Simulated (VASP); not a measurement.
Write the native input for VASP 6.6.1 that does the following.

| Property | Result |
| --- | --- |
| Task | single point |
| Functional | r2SCAN |
| Potentials or basis | VASP PAW PBE potentials, release 64 (Al, Cu) |
| Cutoff | 520 eV |
| k mesh | 10 × 10 × 6 |
| Occupations | gaussian, width 0.1 eV |
| Spin | no spin polarisation |
| Dipole correction | no |
| Further INCAR settings | ALGO = Normal; EDIFF = 1e-07; NBANDS = 26 |

Crystal: Al2Cu.

```
Al Cu
1.0
     2.80973    2.80973    0.00000
    -2.80973    2.80973    0.00000
     0.00000    0.00000    5.80849
Al Cu
4 2
Cartesian
  1.4049 1.4049 1.4521
  -1.4049 1.4049 1.4521
  -1.4049 1.4049 4.3564
  1.4049 1.4049 4.3564
  0.0000 0.0000 2.9042
  0.0000 2.8097 0.0000
```

This cell differs from its parent crystal: biaxial strain in the a-b plane: -2.0 %, then relaxed in part.

These files were run (other wordings do the same):

POSCAR

```
Al2Cu
1.0
    2.8097320321      2.8097320321      0.0000000000
   -2.8097320321      2.8097320321      0.0000000000
    0.0000000000      0.0000000000      5.8084938869
Al Cu
4 2
Direct
    0.5000000000      0.0000000000      0.2500000000
    0.0000000000      0.5000000000      0.2500000000
    0.0000000000      0.5000000000      0.7500000000
    0.5000000000      0.0000000000      0.7500000000
    0.0000000000      0.0000000000      0.5000000000
    0.5000000000      0.5000000000      0.0000000000
```

INCAR.step1

```
SYSTEM = Al2Cu
ALGO = Normal
EDIFF = 1E-4
ENCUT = 520
GGA = PE
ISMEAR = 0
LASPH = .TRUE.
LCHARG = .FALSE.
LREAL = .FALSE.
LWAVE = .TRUE.
NBANDS = 26
NELM = 100
PREC = Accurate
SIGMA = 0.1
```

INCAR.step2

```
SYSTEM = Al2Cu
ALGO = Normal
EDIFF = 1E-7
ENCUT = 520
ISIF = 2
ISMEAR = 0
ISTART = 1
LASPH = .TRUE.
LCHARG = .FALSE.
LMIXTAU = .TRUE.
LREAL = .FALSE.
LWAVE = .FALSE.
METAGGA = R2SCAN
NBANDS = 26
NELM = 100
PREC = Accurate
SIGMA = 0.1
```

KPOINTS

```
k-points
0
G
  10 10 6
  0 0 0
```

Potentials or basis: VASP PAW PBE potentials, release 64 (Al, Cu).

Launch:

```bash
$ cat potpaw_PBE.64/Al/POTCAR potpaw_PBE.64/Cu/POTCAR > POTCAR
$ cp INCAR.step1 INCAR
$ mpirun -np 1 vasp_std > vasp.out
$ cp INCAR.step2 INCAR
$ mpirun -np 1 vasp_std > vasp.out
```

Results of the run:

The pressure is 3.1 GPa and the band gap on the k mesh is zero (bands 17 and 18 overlap by 4.55 eV).

Caveat: the cell differs from its parent crystal (biaxial strain in the a-b plane: -2.0 %, then relaxed in part); the cell stands under pressure; the PAW data sets were made with another functional, which shifts forces and pressure a little.

Wall time 6.2 min on 1 thread of Intel(R) Xeon(R) 6975P-C (Granite Rapids), with other jobs on the host, peak memory 0.32 GiB.
